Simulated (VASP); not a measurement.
# Ru (P6_3/mmc) in VASP: notebook, part 2 of 3

VASP 6.6.1.

## 3. Single point, PBEsol

This run uses another cell than the first one, of 13.32 Å³/atom, 0.983 times its volume.

INCAR reads:

```
SYSTEM = Ru
PREC = Accurate ; ENCUT = 520
EDIFF = 1E-7 ; ISMEAR = 0
SIGMA = 0.1 ; LREAL = .False.
LASPH = .True. ; NELM = 100
ALGO = Normal ; ISIF = 2
LWAVE = .False. ; LCHARG = .False.
GGA = PS ; NBANDS = 21
```

KPOINTS reads:

```
Automatic mesh
0
Gamma
  18 18 10
  0 0 0
```

POSCAR reads:

```
Ru
1.0
    2.6894812013      0.0000000000      0.0000000000
   -1.3447406006      2.3291590433      0.0000000000
    0.0000000000      0.0000000000      4.2519430485
Ru
2
Direct
    0.3333333333      0.6666666667      0.2500000000
    0.6666666667      0.3333333333      0.7500000000
```

Potentials or basis: VASP PAW PBE potentials, release 64 (Ru_pv).

Started as:

```
$ cat potpaw_PBE.64/Ru_pv/POTCAR > POTCAR
$ mpirun -np 1 vasp_std > vasp.out
```

OUTCAR:

```text
SYSTEM = Ru
   PREC = Accurate
   ENCUT = 520
   EDIFF = 1E-7
   ISMEAR = 0
   LREAL = .False.
   LASPH = .True.
   NELM = 100
   ISIF = 2
   GGA = PS

 ion  position               nearest neighbor table
   1  0.333  0.667  0.250-   2 2.63   2 2.63   2 2.63   2 2.63   2 2.63   2 2.63
   2  0.667  0.333  0.750-   1 2.63   1 2.63   1 2.63   1 2.63   1 2.63   1 2.63

  LATTYP: Found a hexagonal cell.
 ALAT       =     2.6894812013
 C/A-ratio  =     1.5809528791

  Lattice vectors:

 A1 = (   2.6894812013,   0.0000000000,   0.0000000000)
 A2 = (  -1.3447406006,   2.3291590433,   0.0000000000)
 A3 = (   0.0000000000,   0.0000000000,   4.2519430485)

Analysis of symmetry for initial positions (statically):
=====================================================================
 Subroutine PRICEL returns:
 Original cell was already a primitive cell.

 Routine SETGRP: Setting up the symmetry group for a
 hexagonal supercell.

 Subroutine GETGRP returns: Found 24 space group operations
 (whereof 12 operations were pure point group operations)
 out of a pool of 24 trial point group operations.

The static configuration has the point symmetry D_3d.
 The point group associated with its full space group is D_6h.

Analysis of symmetry for dynamics (positions and initial velocities):
=====================================================================
 Subroutine PRICEL returns:
 Original cell was already a primitive cell.

 Routine SETGRP: Setting up the symmetry group for a
 hexagonal supercell.

 Subroutine GETGRP returns: Found 24 space group operations
 (whereof 12 operations were pure point group operations)
 out of a pool of 24 trial point group operations.

The dynamic configuration has the point symmetry D_3d.
 The point group associated with its full space group is D_6h.

 Subroutine INISYM returns: Found 24 space group operations
 (whereof 12 operations are pure point group operations),
 and found     1 'primitive' translations

----------------------------------------------------------------------------------------

                                     Primitive cell

  volume of cell :      26.6351

  direct lattice vectors                    reciprocal lattice vectors
     2.689481201  0.000000000  0.000000000     0.371818922  0.214669754  0.000000000
    -1.344740601  2.329159043  0.000000000     0.000000000  0.429339509  0.000000000
     0.000000000  0.000000000  4.251943049     0.000000000  0.000000000  0.235186593

  length of vectors
     2.689481201  2.689481201  4.251943049     0.429339509  0.429339509  0.235186593

  position of ions in fractional coordinates (direct lattice)
     0.333333333  0.666666667  0.250000000
     0.666666667  0.333333333  0.750000000

  ion indices of the primitive-cell ions
   primitive index   ion index
                 1           1
                 2           2

----------------------------------------------------------------------------------------

 KPOINTS: Automatic mesh

Automatic generation of k-mesh.
 Grid dimensions read from file:
 generate k-points for:   18   18   10

 Generating k-lattice:

  Cartesian coordinates                     Fractional coordinates (reciprocal lattice)
     0.020656607  0.011926097  0.000000000     0.055555556  0.000000000  0.000000000
     0.000000000  0.023852195  0.000000000     0.000000000  0.055555556  0.000000000
     0.000000000  0.000000000  0.023518659     0.000000000  0.000000000  0.100000000

  Length of vectors
     0.023852195  0.023852195  0.023518659

  Shift w.r.t. Gamma in fractional coordinates (k-lattice)
     0.000000000  0.000000000  0.000000000

 Subroutine IBZKPT returns following result:
 ===========================================

 Found    222 irreducible k-points:

 Following reciprocal coordinates:
            Coordinates               Weight
  0.000000  0.000000  0.000000      1.000000
  0.055556  0.000000  0.000000      6.000000
  0.111111  0.000000  0.000000      6.000000
  0.166667  0.000000  0.000000      6.000000
  0.222222  0.000000  0.000000      6.000000
  0.277778  0.000000  0.000000      6.000000
[... 16 lines left out ...]
  0.333333  0.111111  0.000000     12.000000
  0.388889  0.111111  0.000000     12.000000
 [... further k-points ...]
   k-points           NKPTS =    222   k-points in BZ     NKDIM =    222   number of bands    NBANDS=     21
   number of dos      NEDOS =    301   number of ions     NIONS =      2
   total plane-waves  NPLWV =  12800
   dimension x,y,z NGX =    20 NGY =   20 NGZ =   32
   dimension x,y,z NGXF=    40 NGYF=   40 NGZF=   64
   ions per type =               2
   NGX,Y,Z   is equivalent  to a cutoff of  12.36, 12.36, 12.51 a.u.
   NGXF,Y,Z  is equivalent  to a cutoff of  24.73, 24.73, 25.02 a.u.
 SYSTEM =  Ru
   PREC   = accura    normal or accurate (medium, high low for compatibility)
   ISTART =      0    job   : 0-new  1-cont  2-samecut
   ICHARG =      2    charge: 1-file 2-atom 10-const
   ISPIN  =      1    spin polarized calculation?
   LNONCOLLINEAR =      F non collinear calculations
   LSORBIT =      F    spin-orbit coupling
   LASPH  =      T    aspherical Exc in radial PAW
   ENCUT  =  520.0 eV  38.22 Ry    6.18 a.u.   5.00  5.00  7.91*2*pi/ulx,y,z
   NELM   =    100;   NELMIN=  2; NELMDL= -5     # of ELM steps
   EDIFF  = 0.1E-06   stopping-criterion for ELM
   LREAL  =      F    real-space projection
   EDIFFG = 0.1E-05   stopping-criterion for IOM
   NSW    =      0    number of steps for IOM
   IBRION =     -1    ionic relax: 0-MD 1-quasi-New 2-CG
   NFREE  =      0    steps in history (QN), initial steepest desc. (CG)
   ISIF   =      2    stress and relaxation
   ISYM   =      2    0-nonsym 1-usesym 2-fastsym
   POTIM  = 0.5000    time-step for ionic-motion
   TEBEG  =    0.0;   TEEND  =   0.0 temperature during run
   PSTRESS=    0.0 pullay stress
   NELECT =      28.0000    total number of electrons
   NUPDOWN=      -1.0000    fix difference up-down
   EMIN   =  10.00;   EMAX   =-10.00  energy-range for DOS
   EFERMI =   0.00;   METHOD = LEGACY
   ISMEAR =     0;   SIGMA  =   0.10  broadening in eV -4-tet -1-fermi 0-gaus
   EFERMI_NEDOS =   21; number of points for ismear=-14 and -15
   IALGO  =     38    algorithm
   IMIX   =      4    mixing-type and parameters
     AMIX     =   0.40;   BMIX     =  1.00
     AMIX_MAG =   1.60;   BMIX_MAG =  1.00
  volume/ion in A,a.u.               =      13.32        89.87
  Fermi-wavevector in a.u.,A,eV,Ry     =   1.664597  3.145632 37.700160  2.770884
  Thomas-Fermi vector in A             =   2.751113
   LORBIT       =      0    0 simple, 1 ext, 2 COOP (PROOUT), +10 PAW based schemes
   GGA     = PS    functional components
   LHFCALC =     F    Hartree Fock is set to
   AEXX    =    0.0000 exact exchange contribution
   IVDW    =     0    specifies the selected vdW correction
   LEPSILON=     F    determine dielectric tensor
   LRPA    =     F    only Hartree local field effects (RPA)
 non-spin polarized calculation
 Gauss-broadening in eV      SIGMA  =   0.10
  energy-cutoff  :      520.00
  volume of cell :       26.64
 maximum number of plane-waves:       738
 NGX is ok and might be reduce to    20
   NGX =  9   NGY =  9   NGZ = 15

 number of electron      27.9999997 magnetization

 Free energy of the ion-electron system (eV)
  ---------------------------------------------------
  ext. energy  EPLUGINS =         0.00000000
  ---------------------------------------------------
  free energy    TOTEN  =       -20.34508787 eV

  energy without entropy =      -20.33623538  energy(sigma->0) =      -20.34066162

 E-fermi :  13.0485     XC(G=0): -14.4001

 val. band max:       13.0485152428   @ k =   0.1667   0.1111   0.3000
 cond. band min:      13.0501772159   @ k =   0.4444   0.1111   0.5000
 fundamental gap:      0.0016619731
 Fermi energy:        13.0485468251

 k-point     1 :       0.0000    0.0000    0.0000
  band No.  band energies     occupation
      1     -30.6224      2.00000
      2     -29.6206      2.00000
      3     -29.6206      2.00000
      4     -29.4381      2.00000
      5     -29.4381      2.00000
      6     -29.3942      2.00000
[... 13 lines left out ...]
     20      23.3168      0.00000
     21      23.6247      0.00000

 k-point     2 :       0.0556    0.0000    0.0000
  band No.  band energies     occupation
      1     -30.6110      2.00000
      2     -29.6447      2.00000
      3     -29.6288      2.00000
      4     -29.4634      2.00000
      5     -29.4413      2.00000
      6     -29.3994      2.00000
[... 520 lines left out ...]
 k-point    24 :       0.3889    0.1111    0.0000
  band No.  band energies     occupation
      1     -30.3712      2.00000
      2     -30.1738      2.00000
      3     -30.1073      2.00000
      4     -29.9076      2.00000
      5     -29.7057      2.00000
      6     -29.6226      2.00000
[... 13 lines left out ...]
     20      23.3144      0.00000
     21      24.3492      0.00000

 [... further k-points ...]
[... 5 lines left out ...]
  --------------------------------------------------------------------------------------
  -------------------------------------------------------------------------------------
  Total       -0.0104970     -0.0104970     -0.0062936     -0.0000000      0.0000000      0.0000000
  in kB       -0.6314234     -0.6314234     -0.3785790     -0.0000000      0.0000000      0.0000000
  external PRESSURE =      -0.5471420 kB  Pullay stress =       0.0000000 kB

 VOLUME and BASIS-vectors are now :
 -----------------------------------------------------------------------------
  energy-cutoff  :      520.00
  volume of cell :       26.64
      direct lattice vectors                 reciprocal lattice vectors
     2.689481201  0.000000000  0.000000000     0.371818922  0.214669754  0.000000000
    -1.344740601  2.329159043  0.000000000     0.000000000  0.429339509  0.000000000
     0.000000000  0.000000000  4.251943049     0.000000000  0.000000000  0.235186593

 POSITION                                       TOTAL-FORCE (eV/Angst)
 -----------------------------------------------------------------------------------
     -0.00000      1.55277      1.06299         0.000000     -0.000000      0.000000
      1.34474      0.77639      3.18896        -0.000000      0.000000      0.000000
 -----------------------------------------------------------------------------------
    total drift:                               -0.000000      0.000000     -0.000000

  FREE ENERGIE OF THE ION-ELECTRON SYSTEM (eV)
  ---------------------------------------------------
  free  energy   TOTEN  =       -20.3450878706 eV

  energy  without entropy=      -20.3362353772  energy(sigma->0) =      -20.34066162
```

Run time: 33 s. Hardware: 1 thread of Intel Xeon 6975P-C (Granite Rapids), shared host; peak memory 0.2 GiB.

Results:

```yaml
Free_energy: -20.3451 eV
Pressure: -0.1 GPa
Band_gap_on_the_k_mesh: zero (band 14 reaches 14.58 eV, above the bottom of band 15 at 11.36 eV)
```

Levels at points of the mesh, in eV from the Fermi level:
```csv
k point,band 11,band 12,band 13,band 14,band 15,band 16,band 17,band 18
"(0.00, 0.00, 0.00)",-2.48,-1.97,-1.97,-1.43,-1.43,1.24,1.24,1.27
"(0.50, 0.00, 0.00)",-2.13,-1.86,-1.56,1.49,1.93,2.01,4.17,6.24
"(0.00, 0.00, 0.50)",-2.85,-2.85,-2.79,-2.79,0.58,0.58,0.58,0.58
"(0.50, 0.00, 0.50)",-1.09,-1.09,0.45,0.45,1.76,1.76,3.45,3.45
```

Caveat: the PAW data sets were made with another functional, which shifts forces and pressure a little.

## 4. Single point, PBEsol

INCAR reads:

```
SYSTEM = Ru
ALGO = Normal
EDIFF = 1E-6
ENCUT = 520
GGA = PS
ISIF = 2
ISMEAR = 0
LASPH = .TRUE.
LCHARG = .TRUE.
LELF = .TRUE.
LREAL = .FALSE.
LVHAR = .TRUE.
LWAVE = .FALSE.
NBANDS = 21
NELM = 60
PREC = Accurate
SIGMA = 0.1
```

KPOINTS reads:

```
k-points
0
G
  9 9 4
  0 0 0
```

POSCAR reads:

```
Ru
1.0
    2.7078263433      0.0000000000      0.0000000000
   -1.3539131716      2.3450464023      0.0000000000
    0.0000000000      0.0000000000      4.2681017800
Ru
2
Direct
    0.3333333300      0.6666666700      0.2500000000
    0.6666666700      0.3333333300      0.7500000000
```

Started as:

```
$ cat potpaw_PBE.64/Ru_pv/POTCAR > POTCAR
$ mpirun -np 1 vasp_std > vasp.out
```

Wall time 16 s (1 thread of AMD EPYC 7R43 (Zen 3), shared host); peak memory 0.11 GiB.

The run converged. Its results:

```
Free energy            : -20.3282 eV
Pressure               : -5.6 GPa
Band gap on the k mesh : zero (band 14 reaches 14.21 eV, above the bottom of band 15 at 11.16 eV)
```

Stress tensor (GPa, compression positive):
```
-5.22  0.00  0.00
 0.00 -5.22  0.00
 0.00  0.00 -6.38
```

Levels at points of the mesh, in eV from the Fermi level:
```tsv
k point	band 11	band 12	band 13	band 14	band 15	band 16	band 17	band 18
(0.00, 0.00, 0.00)	-2.58	-2.09	-2.09	-1.60	-1.60	1.02	1.02	1.11
(0.00, 0.00, 0.50)	-2.97	-2.97	-2.90	-2.90	0.38	0.38	0.38	0.38
```

Caveat: the k points lie up to 0.37 Å⁻¹ apart; the PAW data sets were made with another functional, which shifts forces and pressure a little.

(Continued in part 3 of 3.)
